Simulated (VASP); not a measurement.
# LiF (Fm-3m) in VASP: notebook, part 2 of 2

VASP 6.6.1.

### 4 Relaxation of cell and atoms, PBE

This run uses another cell than the first one, of 8.17 Å³/atom.

INCAR

```
PREC = Accurate ; ENCUT = 750
EDIFF = 1E-7 ; ISMEAR = 0
SIGMA = 0.1 ; LREAL = False
LASPH = True ; NELM = 120
ALGO = Normal ; ISIF = 3
LWAVE = False ; LCHARG = False
GGA = PE ; IBRION = 2
NSW = 60 ; EDIFFG = -0.03
GGA_COMPAT = False ; NELMIN = 4
```

KPOINTS

```
regular mesh
0
Gamma
  10 10 10
```

POSCAR

```
LiF
1.0
    0.0000000000      2.0140000000      2.0140000000
    2.0140000000      0.0000000000      2.0140000000
    2.0140000000      2.0140000000      0.0000000000
Li F
1 1
Direct
    0.0000000000      0.0000000000      0.0000000000
    0.5000000000      0.5000000000      0.5000000000
```

Potentials or basis: VASP PAW PBE potentials, release 64 (Li_sv, F).

Started as:

```bash
$ cat potpaw_PBE.64/Li_sv/POTCAR potpaw_PBE.64/F/POTCAR > POTCAR
$ mpirun -np 1 vasp_std > vasp.out
```

OUTCAR:

```text
PREC = Accurate
   ENCUT = 750
   EDIFF = 1E-7
   ISMEAR = 0
   LREAL = False
   LASPH = True
   NELM = 120
   ISIF = 3
   GGA = PE
   IBRION = 2
   NSW = 60
   EDIFFG = -0.03
   NELMIN = 4

 ion  position               nearest neighbor table
   1  0.000  0.000  0.000-   2 2.01   2 2.01   2 2.01   2 2.01   2 2.01   2 2.01
   2  0.500  0.500  0.500-   1 2.01   1 2.01   1 2.01   1 2.01   1 2.01   1 2.01

  LATTYP: Found a face centered cubic cell.
 ALAT       =     4.0280000000

  Lattice vectors:

 A1 = (   0.0000000000,   2.0140000000,   2.0140000000)
 A2 = (   2.0140000000,   0.0000000000,   2.0140000000)
 A3 = (   2.0140000000,   2.0140000000,   0.0000000000)

Analysis of symmetry for initial positions (statically):
=====================================================================
 Subroutine PRICEL returns:
 Original cell was already a primitive cell.

 Routine SETGRP: Setting up the symmetry group for a
 face centered cubic supercell.

 Subroutine GETGRP returns: Found 48 space group operations
 (whereof 48 operations were pure point group operations)
 out of a pool of 48 trial point group operations.

The static configuration has the point symmetry O_h .

Analysis of symmetry for dynamics (positions and initial velocities):
=====================================================================
 Subroutine PRICEL returns:
 Original cell was already a primitive cell.

 Routine SETGRP: Setting up the symmetry group for a
 face centered cubic supercell.

 Subroutine GETGRP returns: Found 48 space group operations
 (whereof 48 operations were pure point group operations)
 out of a pool of 48 trial point group operations.

The dynamic configuration has the point symmetry O_h .

 Subroutine INISYM returns: Found 48 space group operations
 (whereof 48 operations are pure point group operations),
[... 130 lines left out ...]
  energy-cutoff  :      750.00
  volume of cell :       16.34
 maximum number of plane-waves:       778
 NGX is ok and might be reduce to    28
   NGX = 13   NGY = 13   NGZ = 13

--------------------------------------- Ionic step        1  -------------------------------------------

 number of electron      10.0000002 magnetization

 Free energy of the ion-electron system (eV)
  ---------------------------------------------------
  ext. energy  EPLUGINS =         0.00000000
  ---------------------------------------------------
  free energy    TOTEN  =        -9.64256640 eV

  energy without entropy =       -9.64256640  energy(sigma->0) =       -9.64256640

------------------------ aborting loop because EDIFF is reached ----------------------------------------

  FORCE on cell =-STRESS in cart. coord.  units (eV):
  Direction    XX          YY          ZZ          XY          YZ          ZX
  --------------------------------------------------------------------------------------
  -------------------------------------------------------------------------------------
  Total        0.1428040      0.1428040      0.1428040      0.0000000     -0.0000000      0.0000000
  in kB       14.0036929     14.0036929     14.0036929      0.0000000     -0.0000000      0.0000000
  external PRESSURE =      14.0036929 kB  Pullay stress =       0.0000000 kB
[... 59 lines left out ...]
--------------------------------------- Ionic step        3  -------------------------------------------

 number of electron      10.0000000 magnetization

 Free energy of the ion-electron system (eV)
  ---------------------------------------------------
  ext. energy  EPLUGINS =         0.00000000
  ---------------------------------------------------
  free energy    TOTEN  =        -9.64391701 eV

  energy without entropy =       -9.64391701  energy(sigma->0) =       -9.64391701

 E-fermi :  -0.7020     XC(G=0):  -9.8966

 val. band max:       -1.1370100119   @ k =   0.0000   0.0000   0.0000
 cond. band min:       7.7824192524   @ k =   0.0000   0.0000   0.0000
 fundamental gap:      8.9194292643
 Fermi energy:        -0.7020383477

 k-point     1 :       0.0000    0.0000    0.0000
  band No.  band energies     occupation
      1     -42.0840      2.00000
      2     -21.0597      2.00000
      3      -1.1370      2.00000
      4      -1.1370      2.00000
      5      -1.1370      2.00000
      6       7.7824      0.00000
      7      22.5964      0.00000
      8      22.5964      0.00000
      9      22.5964      0.00000
[... 265 lines left out ...]
 k-point    24 :       0.4000    0.3000    0.0000
  band No.  band energies     occupation
      1     -42.0286      2.00000
      2     -20.5503      2.00000
      3      -3.3988      2.00000
      4      -1.9857      2.00000
      5      -1.8769      2.00000
      6      11.7714      0.00000
      7      15.5435      0.00000
      8      17.1989      0.00000
      9      18.8277      0.00000

 [... further k-points ...]

------------------------ aborting loop because EDIFF is reached ----------------------------------------

  FORCE on cell =-STRESS in cart. coord.  units (eV):
  Direction    XX          YY          ZZ          XY          YZ          ZX
  --------------------------------------------------------------------------------------
  -------------------------------------------------------------------------------------
  Total        0.0055627      0.0055627      0.0055627     -0.0000000      0.0000000     -0.0000000
  in kB        0.5356953      0.5356953      0.5356953     -0.0000000      0.0000000     -0.0000000
  external PRESSURE =       0.5356953 kB  Pullay stress =       0.0000000 kB
[... 17 lines left out ...]
  FREE ENERGIE OF THE ION-ELECTRON SYSTEM (eV)
  ---------------------------------------------------
  free  energy   TOTEN  =        -9.6439170099 eV

  energy  without entropy=       -9.6439170099  energy(sigma->0) =       -9.64391701

 reached required accuracy - stopping structural energy minimisation
```

CONTCAR:

```text
LiF
   1.00000000000000
     0.0000000000000000    2.0261970685228694    2.0261970685228694
     2.0261970685228694   -0.0000000000000000    2.0261970685228694
     2.0261970685228694    2.0261970685228694    0.0000000000000000
  Li              F
     1     1
Direct
     0.0000000000000000    0.0000000000000000    0.0000000000000000
     0.5000000000000000    0.5000000000000000    0.5000000000000000

  0.00000000E+00  0.00000000E+00  0.00000000E+00
  0.00000000E+00  0.00000000E+00  0.00000000E+00
```

It took 39 s on 1 thread of Intel Xeon Platinum 8259CL at 2.50GHz (Skylake/Cascade Lake), shared host; peak memory 0.15 GiB.

What came out:

| Property | Result |
| --- | --- |
| Free energy | -9.6439 eV |
| Relaxed volume | 8.32 Å³/atom |
| Relaxed cell | a = 2.865 Å, b = 2.865 Å, c = 2.865 Å, α = 60.00°, β = 60.00°, γ = 60.00° |
| Space group after relaxing (to 0.1 Å) | Fm-3m (No. 225) |
| Energy gained by relaxing | 0.7 meV/atom |
| Ionic steps | 3 |
| Pressure after relaxing | 0.1 GPa |
| Band gap on the k mesh | 8.92 eV |

The path:
| step | energy change (eV) | largest force (eV/Å) | pressure (GPa) | volume (Å³) |
| --- | --- | --- | --- | --- |
| 1 | 0.0000 | 0.0000 | 1.40 | 16.34 |
| 2 | -0.0011 | 0.0000 | 0.62 | 16.51 |
| 3 | -0.0014 | 0.0000 | 0.05 | 16.64 |

Final structure:
```xyz
2
Lattice="0.0000 2.0262 2.0262 2.0262 0.0000 2.0262 2.0262 2.0262 0.0000" Properties=species:S:1:pos:R:3 pbc="T T T"
Li    0.0000    0.0000    0.0000
F     2.0262    2.0262    2.0262
```

### 5 Relaxation of cell and atoms, PBE, target pressure 5 GPa, at which the enthalpy is minimised

This run uses another cell than the first one, of 8.17 Å³/atom.

INCAR

```
SYSTEM = LiF
  PREC = Accurate
  ENCUT = 750
  EDIFF = 1E-7
  ISMEAR = 0
  SIGMA = 0.1
  LREAL = .FALSE.
  LASPH = .TRUE.
  NELM = 120
  ALGO = Normal
  ISIF = 3
  LWAVE = .FALSE.
  LCHARG = .FALSE.
  GGA = PE
  IBRION = 2
  NSW = 60
  EDIFFG = -0.03
  PSTRESS = 50.0
  GGA_COMPAT = .FALSE.
  NELMIN = 4
```

KPOINTS

```
regular mesh
0
G
  10 10 10
  0 0 0
```

POSCAR is that of step 4.

Potentials or basis: VASP PAW PBE potentials, release 64 (Li_sv, F).

Started as:

```bash
$ cat potpaw_PBE.64/Li_sv/POTCAR potpaw_PBE.64/F/POTCAR > POTCAR
$ mpirun -np 1 vasp_std > vasp.out
```

OUTCAR:

```text
SYSTEM = LiF
   PREC = Accurate
   ENCUT = 750
   EDIFF = 1E-7
   ISMEAR = 0
   LREAL = .FALSE.
   LASPH = .TRUE.
   NELM = 120
   ISIF = 3
   GGA = PE
   IBRION = 2
   NSW = 60
   EDIFFG = -0.03
   PSTRESS = 50.0
   NELMIN = 4

 ion  position               nearest neighbor table
   1  0.000  0.000  0.000-   2 2.01   2 2.01   2 2.01   2 2.01   2 2.01   2 2.01
   2  0.500  0.500  0.500-   1 2.01   1 2.01   1 2.01   1 2.01   1 2.01   1 2.01

  LATTYP: Found a face centered cubic cell.
 ALAT       =     4.0280000000

  Lattice vectors:

 A1 = (   0.0000000000,   2.0140000000,   2.0140000000)
 A2 = (   2.0140000000,   0.0000000000,   2.0140000000)
 A3 = (   2.0140000000,   2.0140000000,   0.0000000000)

Analysis of symmetry for initial positions (statically):
=====================================================================
 Subroutine PRICEL returns:
 Original cell was already a primitive cell.

[... 178 lines left out ...]
 Fermi energy:        -0.4408751631

 k-point     1 :       0.0000    0.0000    0.0000
  band No.  band energies     occupation
      1     -41.9342      2.00000
      2     -21.0010      2.00000
      3      -1.0291      2.00000
      4      -1.0291      2.00000
      5      -1.0291      2.00000
      6       8.0487      0.00000
      7      22.9434      0.00000
      8      22.9434      0.00000
      9      22.9435      0.00000
[... 351 lines left out ...]
--------------------------------------- Ionic step        3  -------------------------------------------

 number of electron      10.0000003 magnetization

 Free energy of the ion-electron system (eV)
  ---------------------------------------------------
  ext. energy  EPLUGINS =         0.00000000
  ---------------------------------------------------
  free energy    TOTEN  =        -9.62960776 eV

  energy without entropy =       -9.62960776  energy(sigma->0) =       -9.62960776

 E-fermi :  -0.2571     XC(G=0): -10.1895

 val. band max:       -0.7702224825   @ k =   0.0000   0.0000   0.0000
 cond. band min:       8.6870466911   @ k =   0.0000   0.0000   0.0000
 fundamental gap:      9.4572691736
 Fermi energy:        -0.2571342446

 k-point     1 :       0.0000    0.0000    0.0000
  band No.  band energies     occupation
      1     -41.5855      2.00000
      2     -20.8597      2.00000
      3      -0.7702      2.00000
      4      -0.7702      2.00000
      5      -0.7702      2.00000
      6       8.6870      0.00000
      7      23.7601      0.00000
      8      23.7601      0.00000
      9      23.7601      0.00000
[... 309 lines left out ...]
  energy  without entropy=       -9.6296077615  energy(sigma->0) =       -9.62960776

  enthalpy is  TOTEN    =        -9.1405690329 eV   P V=        0.4890387285

 reached required accuracy - stopping structural energy minimisation
```

CONTCAR:

```text
LiF
   1.00000000000000
     0.0000000000000000    1.9861769858810232    1.9861769858810232
     1.9861769858810232   -0.0000000000000000    1.9861769858810232
     1.9861769858810232    1.9861769858810232    0.0000000000000000
  Li              F
     1     1
Direct
     0.0000000000000000    0.0000000000000000    0.0000000000000000
     0.5000000000000000    0.5000000000000000    0.5000000000000000

  0.00000000E+00  0.00000000E+00  0.00000000E+00
  0.00000000E+00  0.00000000E+00  0.00000000E+00
```

Run time: 38 s. Hardware: 1 thread of Intel Xeon Platinum 8259CL at 2.50GHz (Skylake/Cascade Lake), shared host; peak memory 0.15 GiB.

Results:

```
Free energy                                                : -9.6296 eV
Relaxed volume                                             : 7.84 Å³/atom
Relaxed cell                                               : a = 2.809 Å, b = 2.809 Å, c = 2.809 Å, α = 60.00°, β = 60.00°, γ = 60.00°
Space group after relaxing (to 0.1 Å)                      : Fm-3m (No. 225)
Energy change on relaxing (the run minimises the enthalpy) : +6.5 meV/atom
Ionic steps                                                : 3
Pressure after relaxing                                    : 4.9 GPa
Band gap on the k mesh                                     : 9.46 eV
```

Step by step:
```
step  energy change (eV)  largest force (eV/Å)  pressure (GPa)  volume (Å³)
   1              0.0000                0.0000            1.40        16.34
   2              0.0066                0.0000            3.60        15.91
   3              0.0130                0.0000            4.93        15.67
```

Final structure:
```cif
data_structure
_symmetry_space_group_name_H-M 'P 1'
_symmetry_Int_Tables_number 1
_cell_length_a 2.8089
_cell_length_b 2.8089
_cell_length_c 2.8089
_cell_angle_alpha 60.000
_cell_angle_beta 60.000
_cell_angle_gamma 60.000
_cell_volume 15.67
loop_
_atom_site_label
_atom_site_type_symbol
_atom_site_fract_x
_atom_site_fract_y
_atom_site_fract_z
_atom_site_occupancy
Li1 Li 0.00000 0.00000 0.00000 1
F1 F 0.50000 0.50000 0.50000 1
```

Caveat: the cell is relaxed towards a set pressure, so the run minimises the enthalpy, not the energy.

### 6 The runs side by side

| task | cell | gap on the mesh (eV) | pressure (GPa) |
| --- | --- | --- | --- |
| single point | a = 2.815 Å, angles 60.0°, 2 atoms | 9.40 | 4.2 |
| single point | a = 2.876 Å, angles 60.0°, 2 atoms | 8.83 | -0.7 |
| relaxation of cell and atoms | relaxed from a = 2.848 Å, angles 60.0°, 2 atoms | 8.92 | 0.1 |
| relaxation of cell and atoms | relaxed to 5 GPa from a = 2.848 Å, angles 60.0°, 2 atoms | 9.46 | 4.9 |

Alike in all rows: level PBE; potentials or basis VASP PAW PBE potentials, release 64 (Li_sv, F); no spin polarisation; k mesh 10 × 10 × 10; cutoff (eV) 750; smearing gaussian 0.1 eV.

Caveats: the cell stands under pressure (at least some runs); the cell is relaxed towards a set pressure, so the run minimises the enthalpy, not the energy (at least some runs).

Total energies depend on the potentials used, so only differences within one code and one set of settings carry meaning.
